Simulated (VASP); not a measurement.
# Se (R-3) in VASP: further runs

The runs below take Se through single point, with PBEsol.

All numbers are computed with VASP 6.6.1; they aren't measurements. Logs are shortened: lines on timing, memory, paths and dates and some standing lists are left out, and cuts for length are marked.

## Step 1: The cell of the first run

Symmetry: R-3, No. 148, trigonal system. Conventional cell: a = 10.863 Å, b = 10.863 Å, c = 4.635 Å, α = 90.00°, β = 90.00°, γ = 120.00°. Se (site symmetry 1) has 5 Se at 2.42 to 3.32 Å within 3.4 Å.

## Step 2: Single point, PBEsol

Input file INCAR:

```
PREC = Accurate ; ENCUT = 520
EDIFF = 1E-7 ; ISMEAR = 0
SIGMA = 0.02 ; LREAL = F
LASPH = T ; NELM = 100
ALGO = Normal ; ISIF = 2
LWAVE = F ; LCHARG = F
GGA = PS ; NBANDS = 27
```

Input file KPOINTS:

```
Automatic mesh
0
Gamma
  6 6 6
```

Input file POSCAR:

```
Se
1.0
    5.4317343150      3.1360132689      1.5450566449
   -5.4317343150      3.1360132689      1.5450566449
    0.0000000000     -6.2720265379      1.5450566448
Se
6
Direct
    0.2942258422      0.1604982977      0.9056489132
    0.9056489132      0.2942258422      0.1604982977
    0.1604982977      0.9056489132      0.2942258422
    0.7057741578      0.8395017023      0.0943510868
    0.0943510868      0.7057741578      0.8395017023
    0.8395017023      0.0943510868      0.7057741578
```

Potentials or basis: VASP PAW PBE potentials, release 64 (Se).

Started as:

```
> cat potpaw_PBE.64/Se/POTCAR > POTCAR
> mpirun -np 1 vasp_std > vasp.out
```

OUTCAR:

```text
PREC = Accurate
   ENCUT = 520
   EDIFF = 1E-7
   ISMEAR = 0
   LREAL = F
   LASPH = T
   NELM = 100
   ISIF = 2
   GGA = PS

 ion  position               nearest neighbor table
   1  0.294  0.160  0.906-   5 2.42   6 2.42
   2  0.906  0.294  0.160-   4 2.42   6 2.42
   3  0.160  0.906  0.294-   4 2.42   5 2.42
   4  0.706  0.840  0.094-   2 2.42   3 2.42
   5  0.094  0.706  0.840-   1 2.42   3 2.42
   6  0.840  0.094  0.706-   1 2.42   2 2.42

  LATTYP: Found a trigonal (rhomboedric) cell.
 ALAT       =     6.4595291568
 COS(alpha) =    -0.4141820086

  Lattice vectors:

 A1 = (   5.4317343150,   3.1360132689,   1.5450566449)
 A2 = (  -5.4317343150,   3.1360132689,   1.5450566449)
 A3 = (   0.0000000000,  -6.2720265379,   1.5450566448)

Analysis of symmetry for initial positions (statically):
=====================================================================
 Subroutine PRICEL returns:
 Original cell was already a primitive cell.

 Routine SETGRP: Setting up the symmetry group for a
 trigonal (rhombohedral) supercell.

 Subroutine GETGRP returns: Found  6 space group operations
 (whereof  6 operations were pure point group operations)
 out of a pool of 12 trial point group operations.

The static configuration has the point symmetry S_6 .

Analysis of symmetry for dynamics (positions and initial velocities):
=====================================================================
 Subroutine PRICEL returns:
 Original cell was already a primitive cell.

 Routine SETGRP: Setting up the symmetry group for a
 trigonal (rhombohedral) supercell.

 Subroutine GETGRP returns: Found  6 space group operations
 (whereof  6 operations were pure point group operations)
 out of a pool of 12 trial point group operations.

The dynamic configuration has the point symmetry S_6 .

 Subroutine INISYM returns: Found  6 space group operations
 (whereof  6 operations are pure point group operations),
 and found     1 'primitive' translations

----------------------------------------------------------------------------------------

                                     Primitive cell

  volume of cell :     157.9109

  direct lattice vectors                    reciprocal lattice vectors
     5.431734315  3.136013269  1.545056645     0.092051630  0.053146034  0.215741820
    -5.431734315  3.136013269  1.545056645    -0.092051630  0.053146034  0.215741820
     0.000000000 -6.272026538  1.545056645     0.000000000 -0.106292067  0.215741820

  length of vectors
     6.459529157  6.459529157  6.459529157     0.240504754  0.240504754  0.240504754

  position of ions in fractional coordinates (direct lattice)
     0.294225842  0.160498298  0.905648913
     0.905648913  0.294225842  0.160498298
     0.160498298  0.905648913  0.294225842
     0.705774158  0.839501702  0.094351087
     0.094351087  0.705774158  0.839501702
     0.839501702  0.094351087  0.705774158

  ion indices of the primitive-cell ions
   primitive index   ion index
                 1           1
                 2           2
                 3           3
                 4           4
                 5           5
                 6           6

----------------------------------------------------------------------------------------

 KPOINTS: Automatic mesh

Automatic generation of k-mesh.
 Grid dimensions read from file:
 generate k-points for:    6    6    6

 Generating k-lattice:

  Cartesian coordinates                     Fractional coordinates (reciprocal lattice)
     0.015341938  0.008857672  0.035956970     0.166666667  0.000000000 -0.000000000
    -0.015341938  0.008857672  0.035956970     0.000000000  0.166666667 -0.000000000
     0.000000000 -0.017715345  0.035956970     0.000000000  0.000000000  0.166666667

  Length of vectors
     0.040084126  0.040084126  0.040084126

  Shift w.r.t. Gamma in fractional coordinates (k-lattice)
     0.000000000  0.000000000  0.000000000

 Subroutine IBZKPT returns following result:
 ===========================================

 Found     40 irreducible k-points:

 Following reciprocal coordinates:
            Coordinates               Weight
  0.000000  0.000000  0.000000      1.000000
  0.166667  0.000000  0.000000      6.000000
  0.333333  0.000000  0.000000      6.000000
  0.500000  0.000000 -0.000000      3.000000
  0.166667  0.166667  0.000000      6.000000
  0.333333  0.166667 -0.000000      6.000000
[... 16 lines left out ...]
  0.333333  0.333333  0.166667      6.000000
  0.500000  0.333333  0.166667      6.000000
 [... further k-points ...]
   k-points           NKPTS =     40   k-points in BZ     NKDIM =     40   number of bands    NBANDS=     27
   number of dos      NEDOS =    301   number of ions     NIONS =      6
   total plane-waves  NPLWV = 110592
   dimension x,y,z NGX =    48 NGY =   48 NGZ =   48
   dimension x,y,z NGXF=    96 NGYF=   96 NGZF=   96
   ions per type =               6
   NGX,Y,Z   is equivalent  to a cutoff of  12.35, 12.35, 12.35 a.u.
   NGXF,Y,Z  is equivalent  to a cutoff of  24.71, 24.71, 24.71 a.u.
 SYSTEM =  unknown system
   PREC   = accura    normal or accurate (medium, high low for compatibility)
   ISTART =      0    job   : 0-new  1-cont  2-samecut
   ICHARG =      2    charge: 1-file 2-atom 10-const
   ISPIN  =      1    spin polarized calculation?
   LNONCOLLINEAR =      F non collinear calculations
   LSORBIT =      F    spin-orbit coupling
   LASPH  =      T    aspherical Exc in radial PAW
   ENCUT  =  520.0 eV  38.22 Ry    6.18 a.u.  12.01 12.01 12.01*2*pi/ulx,y,z
   NELM   =    100;   NELMIN=  2; NELMDL= -5     # of ELM steps
   EDIFF  = 0.1E-06   stopping-criterion for ELM
   LREAL  =      F    real-space projection
   EDIFFG = 0.1E-05   stopping-criterion for IOM
   NSW    =      0    number of steps for IOM
   IBRION =     -1    ionic relax: 0-MD 1-quasi-New 2-CG
   NFREE  =      0    steps in history (QN), initial steepest desc. (CG)
   ISIF   =      2    stress and relaxation
   ISYM   =      2    0-nonsym 1-usesym 2-fastsym
   POTIM  = 0.5000    time-step for ionic-motion
   TEBEG  =    0.0;   TEEND  =   0.0 temperature during run
   PSTRESS=    0.0 pullay stress
   NELECT =      36.0000    total number of electrons
   NUPDOWN=      -1.0000    fix difference up-down
   EMIN   =  10.00;   EMAX   =-10.00  energy-range for DOS
   EFERMI =   0.00;   METHOD = LEGACY
   ISMEAR =     0;   SIGMA  =   0.02  broadening in eV -4-tet -1-fermi 0-gaus
   EFERMI_NEDOS =   21; number of points for ismear=-14 and -15
   IALGO  =     38    algorithm
   IMIX   =      4    mixing-type and parameters
     AMIX     =   0.40;   BMIX     =  1.00
     AMIX_MAG =   1.60;   BMIX_MAG =  1.00
  volume/ion in A,a.u.               =      26.32       177.61
  Fermi-wavevector in a.u.,A,eV,Ry     =   1.000088  1.889893 13.608227  1.000176
  Thomas-Fermi vector in A             =   2.132421
   LORBIT       =      0    0 simple, 1 ext, 2 COOP (PROOUT), +10 PAW based schemes
   GGA     = PS    functional components
   LHFCALC =     F    Hartree Fock is set to
   AEXX    =    0.0000 exact exchange contribution
   IVDW    =     0    specifies the selected vdW correction
   LEPSILON=     F    determine dielectric tensor
   LRPA    =     F    only Hartree local field effects (RPA)
 non-spin polarized calculation
 Gauss-broadening in eV      SIGMA  =   0.02
  energy-cutoff  :      520.00
  volume of cell :      157.91
 maximum number of plane-waves:      4269
   NGX = 25   NGY = 25   NGZ = 25

 number of electron      36.0000000 magnetization

 Free energy of the ion-electron system (eV)
  ---------------------------------------------------
  ext. energy  EPLUGINS =         0.00000000
  ---------------------------------------------------
  free energy    TOTEN  =       -22.89846990 eV

  energy without entropy =      -22.89846990  energy(sigma->0) =      -22.89846990

 E-fermi :   2.6759     XC(G=0):  -9.1972

 val. band max:        2.5680780902   @ k =   0.5000   0.0000  -0.0000
 cond. band min:       3.6670685511   @ k =  -0.1667   0.1667   0.1667
 fundamental gap:      1.0989904609
 Fermi energy:         2.6759352293

 k-point     1 :       0.0000    0.0000    0.0000
  band No.  band energies     occupation
      1     -13.0876      2.00000
      2     -11.0348      2.00000
      3     -11.0348      2.00000
      4      -9.2242      2.00000
      5      -9.2242      2.00000
      6      -8.1629      2.00000
[... 19 lines left out ...]
     26       8.6007      0.00000
     27       8.9330      0.00000

 k-point     2 :       0.1667    0.0000    0.0000
  band No.  band energies     occupation
      1     -12.9926      2.00000
      2     -11.1621      2.00000
      3     -11.0615      2.00000
      4      -9.2970      2.00000
      5      -9.0839      2.00000
      6      -8.1036      2.00000
[... 19 lines left out ...]
     26       8.9572      0.00000
     27       9.0362      0.00000

 k-point     3 :       0.3333    0.0000    0.0000
  band No.  band energies     occupation
      1     -12.7593      2.00000
      2     -11.4331      2.00000
      3     -11.1183      2.00000
      4      -9.4045      2.00000
      5      -8.8093      2.00000
      6      -8.0707      2.00000
[... 19 lines left out ...]
     26       9.4219      0.00000
     27       9.6817      0.00000

 k-point     4 :       0.5000    0.0000   -0.0000
  band No.  band energies     occupation
      1     -12.6010      2.00000
      2     -11.6010      2.00000
      3     -11.1479      2.00000
      4      -9.4461      2.00000
      5      -8.6622      2.00000
      6      -8.0980      2.00000
[... 19 lines left out ...]
     26      10.0139      0.00000
     27      10.2993      0.00000
[... 516 lines left out ...]
      4      -9.3542      2.00000
      5      -9.1043      2.00000
      6      -7.8280      2.00000
[... 19 lines left out ...]
     26       8.6999      0.00000
     27       9.3434      0.00000

 k-point    23 :       0.3333    0.3333    0.1667
  band No.  band energies     occupation
      1     -12.4153      2.00000
      2     -11.8689      2.00000
      3     -11.5494      2.00000
      4      -9.1676      2.00000
      5      -8.7623      2.00000
      6      -7.7629      2.00000
[... 19 lines left out ...]
     26       8.3119      0.00000
     27       8.4701      0.00000

 k-point    24 :       0.5000    0.3333    0.1667
  band No.  band energies     occupation
      1     -12.5092      2.00000
      2     -11.8693      2.00000
      3     -11.4459      2.00000
      4      -9.3859      2.00000
      5      -8.8039      2.00000
      6      -7.4569      2.00000
[... 19 lines left out ...]
     26       8.3437      0.00000
     27       8.9186      0.00000

 [... further k-points ...]
[... 5 lines left out ...]
  --------------------------------------------------------------------------------------
  -------------------------------------------------------------------------------------
  Total       -0.6930749     -0.6930749     -0.2915142      0.0000008     -0.0000000     -0.0000000
  in kB       -7.0319975     -7.0319975     -2.9577285      0.0000086     -0.0000000     -0.0000000
  external PRESSURE =      -5.6739078 kB  Pullay stress =       0.0000000 kB

 VOLUME and BASIS-vectors are now :
 -----------------------------------------------------------------------------
  energy-cutoff  :      520.00
  volume of cell :      157.91
      direct lattice vectors                 reciprocal lattice vectors
     5.431734315  3.136013269  1.545056645     0.092051630  0.053146034  0.215741820
    -5.431734315  3.136013269  1.545056645    -0.092051630  0.053146034  0.215741820
     0.000000000 -6.272026538  1.545056645     0.000000000 -0.106292067  0.215741820

 POSITION                                       TOTAL-FORCE (eV/Angst)
 -----------------------------------------------------------------------------------
      0.72637     -4.25423      2.10185         0.006701      0.020581      0.026086
      3.32109      2.75617      2.10185        -0.021174     -0.004487      0.026086
     -4.04746      1.49806      2.10185         0.014473     -0.016094      0.026086
     -0.72637      4.25423      2.53332        -0.006701     -0.020581     -0.026086
     -3.32109     -2.75617      2.53332         0.021174      0.004487     -0.026086
      4.04746     -1.49806      2.53332        -0.014473      0.016094     -0.026086
 -----------------------------------------------------------------------------------
    total drift:                               -0.000000     -0.000000      0.000000

  FREE ENERGIE OF THE ION-ELECTRON SYSTEM (eV)
  ---------------------------------------------------
  free  energy   TOTEN  =       -22.8984698976 eV

  energy  without entropy=      -22.8984698976  energy(sigma->0) =      -22.89846990
```

Run time: 2.1 min. Hardware: 1 thread of Intel Xeon Platinum 8488C (Sapphire Rapids), shared host; peak memory 0.37 GiB.

What came out:

```
Free energy            : -22.8985 eV
Pressure               : -0.6 GPa
Largest force          : 0.034 eV/Å
Band gap on the k mesh : 1.10 eV (least direct gap 1.22 eV)
```

Forces in eV/Å, atoms in the order of the input:
```
Se   0.007  0.021  0.026
Se  -0.021 -0.004  0.026
Se   0.014 -0.016  0.026
Se  -0.007 -0.021 -0.026
Se   0.021  0.004 -0.026
Se  -0.014  0.016 -0.026
```

Caveat: this functional lacks dispersion, which holds the molecules together, so the pressure and a relaxed volume are unreliable; the PAW data sets were made with another functional, which shifts forces and pressure a little.

[end of part 1 of 2]
